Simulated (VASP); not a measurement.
A run of VASP 6.6.1 is set up as follows.

Contents of POSCAR:

```
Si7Ge
1.0
    5.4679684304      0.0000000000      0.0000000000
    0.0000000000      5.4679684304      0.0000000000
    0.0000000000      0.0000000000      5.1945700089
Si Ge
7 1
Direct
    0.2524307582      0.2524307582      0.2524307582
    0.0000000000      0.5000000000      0.5000000000
    0.5000000000      0.5000000000      0.0000000000
    0.5000000000      0.0000000000      0.5000000000
    0.7475692418      0.2524307582      0.7475692418
    0.7475692418      0.7475692418      0.2524307582
    0.2524307582      0.7475692418      0.7475692418
    0.0000000000      0.0000000000      0.0000000000
```

INCAR.step1

```
SYSTEM = Si7Ge
PREC = Accurate
ENCUT = 520
ISMEAR = 0
SIGMA = 0.05
LREAL = .FALSE.
LASPH = .TRUE.
NELM = 100
NBANDS = 31
GGA = PE
ALGO = Normal
EDIFF = 1E-4
LWAVE = .TRUE.
LCHARG = .FALSE.
```

File INCAR.step2:

```
SYSTEM = Si7Ge
PREC = Accurate
ENCUT = 520
EDIFF = 1E-6
ISMEAR = 0
SIGMA = 0.05
LREAL = .FALSE.
LASPH = .TRUE.
NELM = 100
ALGO = Normal
ISIF = 2
LWAVE = .FALSE.
LCHARG = .TRUE.
METAGGA = R2SCAN
LMIXTAU = .TRUE.
LELF = .TRUE.
LVHAR = .TRUE.
NBANDS = 31
ISTART = 1
```

KPOINTS

```
regular mesh
0
G
  6 6 6
  0 0 0
```

Potentials or basis: VASP PAW PBE potentials, release 64 (Si, Ge_d).

The run is started by

```bash
$ cat potpaw_PBE.64/Si/POTCAR potpaw_PBE.64/Ge_d/POTCAR > POTCAR
$ cp INCAR.step1 INCAR
$ mpirun -np 1 vasp_std > vasp.out
$ cp INCAR.step2 INCAR
$ mpirun -np 1 vasp_std > vasp.out
```

Question: What does it give for the band gap on the k mesh?

Answer: 0.12 eV (least direct gap 0.17 eV).

Question: Estimate the largest force.

Answer: 0.029 eV/Å.

Question: Predict the pressure.

Answer: 5.1 GPa.

Stress tensor (GPa, compression positive):
```
3.48 0.00 0.00
0.00 3.48 0.00
0.00 0.00 8.37
```

Caveat: the cell differs from its parent crystal (strain +0.000 along x and y, -0.050 along z); the cell stands under pressure; semilocal functionals underestimate gaps, and a narrow one can read as zero; the PAW data sets were made with another functional, which shifts forces and pressure a little. A k mesh can miss the band edges.
